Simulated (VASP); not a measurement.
The system is Re.

```xyz
1
Lattice="-1.5562 1.5562 1.5562 1.5562 -1.5562 1.5562 1.5562 1.5562 -1.5562" Properties=species:S:1:pos:R:3 pbc="T T T"
Re    0.0000    0.0000    0.0000
```

This cell differs from its parent crystal: volume scaled by 0.96.

Base run:

```yaml
Program: VASP 6.6.1
Functional: BLYP
Potentials_or_basis: VASP PAW PBE potentials, release 64 (Re_sv_GW)
Cutoff: 500 eV
k_mesh: 16 × 16 × 16
Occupations: fermi-dirac, width 0.1 eV
Spin: no spin polarisation
```

Its results: pressure 13.5 GPa.

The run is repeated on the same cell with these changes: potentials or basis from VASP PAW PBE potentials, release 64 (Re_sv_GW) to VASP PAW PBE potentials, release 64 (Re); cutoff from 500 eV to 520 eV; further incar settings from ALGO = Normal; EDIFF = 1e-06; NBANDS = 14 to ALGO = Normal; EDIFF = 1e-06; NBANDS = 10; valence electrons from 15 to 7. What comes out?

Pressure 16.4 GPa.

Caveats: the PAW data sets were made with another functional, which shifts forces and pressure a little.
